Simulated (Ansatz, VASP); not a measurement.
Se: VASP beside Ansatz

```
Se
1.0
     5.52397    3.18927    1.87275
    -5.52397    3.18927    1.87275
     0.00000   -6.37853    1.87275
Se
6
Cartesian
  0.7041 4.3602 3.2035
  3.4241 -2.7899 3.2035
  -4.1281 -1.5704 3.2035
  -0.7041 -4.3602 2.4147
  -3.4241 2.7899 2.4147
  4.1281 1.5704 2.4147
```

Alike in both runs: task relaxation of cell and atoms; functional PBE; k mesh 6 × 6 × 6; occupations gaussian, width 0.02 eV; no spin polarisation.

|  | VASP | Ansatz |
| --- | --- | --- |
| version | VASP 6.6.1 | Ansatz 0.2.0 |
| potentials or method | VASP PAW PBE potentials, release 64 (Se), cutoff 600 eV | scalar-relativistic, plane waves, PAW |
| valence electrons in the cell | 36 | 96 |

VASP gave:

```
gap on the k mesh at the Fermi level, each at its own relaxed structure (eV) : 1.57
relaxed volume (Å³/atom)                                                     : 33.04
relaxed cell length with the largest relative difference (Å)                 : 6.651
```

**Question.** What did Ansatz give for the same quantities?

**Answer.** gap on the k mesh at the Fermi level, each at its own relaxed structure (eV): 1.58; relaxed volume (Å³/atom): 32.99; relaxed cell length with the largest relative difference (Å): 6.648.

VASP's potentials hold 36 valence electrons a cell and Ansatz's 96, so a difference there can come from the potentials and not from the codes.
